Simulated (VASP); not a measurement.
Here is a VASP 6.6.1 calculation.

File INCAR:

```
ALGO     = Normal         # electronic algorithm
EDIFF    = 1E-6           # SCF threshold, eV
ENCUT    = 500            # plane-wave cutoff, eV
GGA      = PE             # functional
GGA_COMPAT= F            
ISIF     = 2              # what is computed and relaxed
ISMEAR   = 1              # smearing method
LASPH    = T              # aspherical terms in the spheres
LCHARG   = T              # write CHGCAR
LELF     = T              # ELF
LREAL    = F              # projectors in reciprocal space
LVHAR    = T            
LWAVE    = F              # write WAVECAR
NBANDS   = 11             # bands
NELM     = 120            # most SCF steps
PREC     = Accurate       # precision mode
SIGMA    = 0.1703         # smearing width, eV
```

KPOINTS

```
k-points
0
Gamma
  9 9 9
```

Contents of POSCAR:

```
NaH
1.0
    0.0000000000      2.4446150000      2.4446150000
    2.4446150000      0.0000000000      2.4446150000
    2.4446150000      2.4446150000      0.0000000000
Na H
1 1
Direct
    0.0000000000      0.0000000000      0.0000000000
    0.5000000000      0.5000000000      0.5000000000
```

Potentials or basis: VASP PAW PBE potentials, release 64 (Na_pv, H).

Command:

```bash
$ cat potpaw_PBE.64/Na_pv/POTCAR potpaw_PBE.64/H/POTCAR > POTCAR
$ mpirun -np 1 vasp_std > vasp.out
```

Question: Estimate the band gap on the k mesh.

Answer: 4.00 eV, indirect (least direct gap 4.69 eV).

Question: Predict the pressure.

Answer: -0.8 GPa.

A k mesh can miss the band edges. Expect the measured gap to be larger: semilocal functionals such as PBE lack the derivative discontinuity.
